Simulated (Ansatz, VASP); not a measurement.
Two plane-wave programs on Na

```xyz
4
Lattice="5.2142 0.0000 0.0000 0.0000 5.2142 0.0000 0.0000 0.0000 5.2142" Properties=species:S:1:pos:R:3 pbc="T T T"
Na    4.4588    0.7554    3.3625
Na    1.8517    1.8517    1.8517
Na    0.7554    3.3625    4.4588
Na    3.3625    4.4588    0.7554
```

Alike in both runs: task single point; functional PBE; k mesh 8 × 8 × 8; occupations gaussian, width 0.1 eV; no spin polarisation.

```csv
,VASP,Ansatz
version,VASP 6.6.1,Ansatz 0.2.0
potentials or method,"VASP PAW PBE potentials, release 64 (Na_pv), cutoff 520 eV","scalar-relativistic, plane waves, PAW"
valence electrons in the cell,28,36
```

```csv
,VASP,Ansatz,Ansatz less VASP
gap on the k mesh at the Fermi level (eV),none,none,-
pressure (GPa),1.5,1.5,0.00
rms of the force components (eV/Å),0.088,0.087,-0.0003
```

Atom by atom the forces differ by 0.000 eV/Å (rms over components). A gap of «none» marks a metal or a gap that the smearing closes. VASP's potentials hold 28 valence electrons a cell and Ansatz's 36, so a difference there can come from the potentials and not from the codes.
